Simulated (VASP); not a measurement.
# BN in VASP: a series of runs, part 2 of 3

VASP 6.6.1.

### 3 Single point, PBE

This run uses another cell than the first one, of 9.14 Å³/atom.

Contents of INCAR:

```
PREC = Accurate ; ENCUT = 520
EDIFF = 1E-7 ; ISMEAR = 0
SIGMA = 0.026000000000000002 ; LREAL = F
LASPH = T ; NELM = 100
ALGO = Normal ; ISIF = 2
LWAVE = F ; LCHARG = F
GGA = PE ; NBANDS = 11
```

Contents of KPOINTS:

```
regular mesh
0
Gamma
  12 12 12
```

Contents of POSCAR:

```
BN
1.0
    1.2511217832      0.7223354983      3.3729344033
   -1.2511217832      0.7223354983      3.3729344033
    0.0000000000     -1.4446709966      3.3729344033
N B
1 1
Direct
    0.6672382000      0.6672382000      0.6672382000
    0.0003288000      0.0003288000      0.0003288000
```

Potentials or basis: VASP PAW PBE potentials, release 64 (N, B).

Run with:

```sh
$ cat potpaw_PBE.64/N/POTCAR potpaw_PBE.64/B/POTCAR > POTCAR
$ mpirun -np 1 vasp_std > vasp.out
```

OUTCAR:

```text
PREC = Accurate
   ENCUT = 520
   EDIFF = 1E-7
   ISMEAR = 0
   LREAL = F
   LASPH = T
   NELM = 100
   ISIF = 2
   GGA = PE

 ion  position               nearest neighbor table
   1  0.667  0.667  0.667-   2 1.44   2 1.44   2 1.44
   2  0.000  0.000  0.000-   1 1.44   1 1.44   1 1.44

  LATTYP: Found a trigonal (rhomboedric) cell.
 ALAT       =     3.6692997666
 COS(alpha) =     0.7674786797

  Lattice vectors:

 A1 = (   1.2511217832,   0.7223354983,   3.3729344033)
 A2 = (  -1.2511217832,   0.7223354983,   3.3729344033)
 A3 = (   0.0000000000,  -1.4446709966,   3.3729344033)

Analysis of symmetry for initial positions (statically):
=====================================================================
 Subroutine PRICEL returns:
 Original cell was already a primitive cell.

 Routine SETGRP: Setting up the symmetry group for a
 trigonal (rhombohedral) supercell.

 Subroutine GETGRP returns: Found  6 space group operations
 (whereof  6 operations were pure point group operations)
 out of a pool of 12 trial point group operations.

The static configuration has the point symmetry C_3v.

Analysis of symmetry for dynamics (positions and initial velocities):
=====================================================================
 Subroutine PRICEL returns:
 Original cell was already a primitive cell.

 Routine SETGRP: Setting up the symmetry group for a
 trigonal (rhombohedral) supercell.

 Subroutine GETGRP returns: Found  6 space group operations
 (whereof  6 operations were pure point group operations)
 out of a pool of 12 trial point group operations.

The dynamic configuration has the point symmetry C_3v.

 Subroutine INISYM returns: Found  6 space group operations
 (whereof  6 operations are pure point group operations),
 and found     1 'primitive' translations

----------------------------------------------------------------------------------------

                                     Primitive cell

  volume of cell :      18.2893

  direct lattice vectors                    reciprocal lattice vectors
     1.251121783  0.722335498  3.372934403     0.399641351  0.230733042  0.098825916
    -1.251121783  0.722335498  3.372934403    -0.399641351  0.230733042  0.098825916
     0.000000000 -1.444670997  3.372934403     0.000000000 -0.461466083  0.098825916

  length of vectors
     3.669299767  3.669299767  3.669299767     0.471929558  0.471929558  0.471929558

  position of ions in fractional coordinates (direct lattice)
     0.667238200  0.667238200  0.667238200
     0.000328800  0.000328800  0.000328800

  ion indices of the primitive-cell ions
   primitive index   ion index
                 1           1
                 2           2

----------------------------------------------------------------------------------------

 KPOINTS: regular mesh

Automatic generation of k-mesh.
 Grid dimensions read from file:
 generate k-points for:   12   12   12

 Generating k-lattice:

  Cartesian coordinates                     Fractional coordinates (reciprocal lattice)
     0.033303446  0.019227753  0.008235493     0.083333333  0.000000000  0.000000000
    -0.033303446  0.019227753  0.008235493     0.000000000  0.083333333  0.000000000
     0.000000000 -0.038455507  0.008235493     0.000000000  0.000000000  0.083333333

  Length of vectors
     0.039327463  0.039327463  0.039327463

  Shift w.r.t. Gamma in fractional coordinates (k-lattice)
     0.000000000  0.000000000  0.000000000

 Subroutine IBZKPT returns following result:
 ===========================================

 Found    189 irreducible k-points:

 Following reciprocal coordinates:
            Coordinates               Weight
  0.000000  0.000000  0.000000      1.000000
  0.083333 -0.000000 -0.000000      6.000000
  0.166667 -0.000000  0.000000      6.000000
  0.250000 -0.000000 -0.000000      6.000000
  0.333333 -0.000000  0.000000      6.000000
  0.416667 -0.000000 -0.000000      6.000000
[... 16 lines left out ...]
  0.500000  0.166667 -0.000000     12.000000
 -0.416667  0.166667  0.000000     12.000000
 [... further k-points ...]
   k-points           NKPTS =    189   k-points in BZ     NKDIM =    189   number of bands    NBANDS=     11
   number of dos      NEDOS =    301   number of ions     NIONS =      2
   total plane-waves  NPLWV =  21952
   dimension x,y,z NGX =    28 NGY =   28 NGZ =   28
   dimension x,y,z NGXF=    56 NGYF=   56 NGZF=   56
   ions per type =               1   1
   NGX,Y,Z   is equivalent  to a cutoff of  12.69, 12.69, 12.69 a.u.
   NGXF,Y,Z  is equivalent  to a cutoff of  25.37, 25.37, 25.37 a.u.
 SYSTEM =  unknown system
   PREC   = accura    normal or accurate (medium, high low for compatibility)
   ISTART =      0    job   : 0-new  1-cont  2-samecut
   ICHARG =      2    charge: 1-file 2-atom 10-const
   ISPIN  =      1    spin polarized calculation?
   LNONCOLLINEAR =      F non collinear calculations
   LSORBIT =      F    spin-orbit coupling
   LASPH  =      T    aspherical Exc in radial PAW
   ENCUT  =  520.0 eV  38.22 Ry    6.18 a.u.   6.82  6.82  6.82*2*pi/ulx,y,z
   NELM   =    100;   NELMIN=  2; NELMDL= -5     # of ELM steps
   EDIFF  = 0.1E-06   stopping-criterion for ELM
   LREAL  =      F    real-space projection
   EDIFFG = 0.1E-05   stopping-criterion for IOM
   NSW    =      0    number of steps for IOM
   IBRION =     -1    ionic relax: 0-MD 1-quasi-New 2-CG
   NFREE  =      0    steps in history (QN), initial steepest desc. (CG)
   ISIF   =      2    stress and relaxation
   ISYM   =      2    0-nonsym 1-usesym 2-fastsym
   POTIM  = 0.5000    time-step for ionic-motion
   TEBEG  =    0.0;   TEEND  =   0.0 temperature during run
   PSTRESS=    0.0 pullay stress
   NELECT =       8.0000    total number of electrons
   NUPDOWN=      -1.0000    fix difference up-down
   EMIN   =  10.00;   EMAX   =-10.00  energy-range for DOS
   EFERMI =   0.00;   METHOD = LEGACY
   ISMEAR =     0;   SIGMA  =   0.03  broadening in eV -4-tet -1-fermi 0-gaus
   EFERMI_NEDOS =   21; number of points for ismear=-14 and -15
   IALGO  =     38    algorithm
   IMIX   =      4    mixing-type and parameters
     AMIX     =   0.40;   BMIX     =  1.00
     AMIX_MAG =   1.60;   BMIX_MAG =  1.00
  volume/ion in A,a.u.               =       9.14        61.71
  Fermi-wavevector in a.u.,A,eV,Ry     =   1.242717  2.348395 21.012099  1.544346
  Thomas-Fermi vector in A             =   2.377059
   LORBIT       =      0    0 simple, 1 ext, 2 COOP (PROOUT), +10 PAW based schemes
   GGA     = PE    functional components
   LHFCALC =     F    Hartree Fock is set to
   AEXX    =    0.0000 exact exchange contribution
   IVDW    =     0    specifies the selected vdW correction
   LEPSILON=     F    determine dielectric tensor
   LRPA    =     F    only Hartree local field effects (RPA)
 non-spin polarized calculation
 Gauss-broadening in eV      SIGMA  =   0.03
  energy-cutoff  :      520.00
  volume of cell :       18.29
 maximum number of plane-waves:       517
   NGX = 13   NGY = 13   NGZ = 13

 number of electron       8.0000000 magnetization

 Free energy of the ion-electron system (eV)
  ---------------------------------------------------
  ext. energy  EPLUGINS =         0.00000000
  ---------------------------------------------------
  free energy    TOTEN  =       -17.58097469 eV

  energy without entropy =      -17.58097469  energy(sigma->0) =      -17.58097469

 E-fermi :   2.3704     XC(G=0):  -9.9780

 val. band max:        2.1343244255   @ k =  -0.3333   0.3333   0.0000
 cond. band min:       6.4159290722   @ k =   0.5000   0.5000  -0.0000
 fundamental gap:      4.2816046467
 Fermi energy:         2.3703553906

 k-point     1 :       0.0000    0.0000    0.0000
  band No.  band energies     occupation
      1     -15.6427      2.00000
      2      -2.0453      2.00000
      3       0.8470      2.00000
      4       0.8470      2.00000
      5       7.3037      0.00000
      6      13.8150      0.00000
      7      13.8150      0.00000
      8      15.2774      0.00000
      9      16.8769      0.00000
     10      28.0521      0.00000
     11      30.0612      0.00000
[... 309 lines left out ...]
 k-point    24 :      -0.4167    0.1667    0.0000
  band No.  band energies     occupation
      1     -12.1993      2.00000
      2      -6.4610      2.00000
      3      -3.2793      2.00000
      4       1.8140      2.00000
      5       7.3108      0.00000
      6      13.6641      0.00000
      7      15.7181      0.00000
      8      16.5483      0.00000
      9      19.8665      0.00000
     10      23.0857      0.00000
     11      25.2839      0.00000

 [... further k-points ...]

------------------------ aborting loop because EDIFF is reached ----------------------------------------

  FORCE on cell =-STRESS in cart. coord.  units (eV):
  Direction    XX          YY          ZZ          XY          YZ          ZX
  --------------------------------------------------------------------------------------
  -------------------------------------------------------------------------------------
  Total        0.4942416      0.4942416      0.2535747      0.0000000      0.0000000      0.0000000
  in kB       43.2964366     43.2964366     22.2135895      0.0000000      0.0000000      0.0000000
  external PRESSURE =      36.2688209 kB  Pullay stress =       0.0000000 kB

 VOLUME and BASIS-vectors are now :
 -----------------------------------------------------------------------------
  energy-cutoff  :      520.00
  volume of cell :       18.29
      direct lattice vectors                 reciprocal lattice vectors
     1.251121783  0.722335498  3.372934403     0.399641351  0.230733042  0.098825916
    -1.251121783  0.722335498  3.372934403    -0.399641351  0.230733042  0.098825916
     0.000000000 -1.444670997  3.372934403     0.000000000 -0.461466083  0.098825916

 POSITION                                       TOTAL-FORCE (eV/Angst)
 -----------------------------------------------------------------------------------
      0.00000      0.00000      6.75165         0.000000      0.000000     -0.002983
      0.00000      0.00000      0.00333         0.000000      0.000000      0.002983
 -----------------------------------------------------------------------------------
    total drift:                               -0.000000      0.000000      0.000076

  FREE ENERGIE OF THE ION-ELECTRON SYSTEM (eV)
  ---------------------------------------------------
  free  energy   TOTEN  =       -17.5809746862 eV

  energy  without entropy=      -17.5809746862  energy(sigma->0) =      -17.58097469
```

OSZICAR:

```text
N       E                     dE             d eps       ncg     rms          rms(c)
DAV:   1     0.139947558828E+02    0.13995E+02   -0.45684E+03  4222   0.679E+02
DAV:   2    -0.185858719352E+02   -0.32581E+02   -0.31368E+02  4909   0.161E+02
DAV:   3    -0.193752296633E+02   -0.78936E+00   -0.78824E+00  5033   0.233E+01
DAV:   4    -0.193775974015E+02   -0.23677E-02   -0.23677E-02  4632   0.142E+00
DAV:   5    -0.193776075676E+02   -0.10166E-04   -0.10166E-04  5062   0.828E-02    0.798E+00
DAV:   6    -0.177727435535E+02    0.16049E+01   -0.52285E+00  4704   0.128E+01    0.364E+00
DAV:   7    -0.176188369959E+02    0.15391E+00   -0.24596E-01  4899   0.372E+00    0.223E+00
DAV:   8    -0.175801718547E+02    0.38665E-01   -0.11700E-01  5050   0.210E+00    0.258E-01
DAV:   9    -0.175805339856E+02   -0.36213E-03   -0.27560E-03  4590   0.426E-01    0.141E-01
DAV:  10    -0.175809479927E+02   -0.41401E-03   -0.54129E-04  4680   0.168E-01    0.246E-02
DAV:  11    -0.175809751168E+02   -0.27124E-04   -0.55615E-05  4997   0.506E-02    0.217E-02
DAV:  12    -0.175809745204E+02    0.59633E-06   -0.10426E-05  4662   0.214E-02    0.194E-03
DAV:  13    -0.175809746709E+02   -0.15045E-06   -0.41658E-07  5012   0.570E-03    0.635E-04
DAV:  14    -0.175809746862E+02   -0.15325E-07   -0.23390E-08  4527   0.105E-03
   1 F= -.17580975E+02 E0= -.17580975E+02  d E =-.220647E-39
```

It took 77 s on 1 thread of Intel Xeon 8259CL, shared host; peak memory 0.17 GiB.

What came out:

- Free energy: -17.5810 eV
- Pressure: 3.6 GPa
- Band gap on the k mesh: 4.28 eV (least direct gap 4.70 eV)

Forces on the atoms (eV/Å):
```
N    0.000  0.000 -0.003
B    0.000  0.000  0.003
```

Caveat: the cell stands under pressure. A k mesh can miss the band edges.

[end of part 2 of 3]
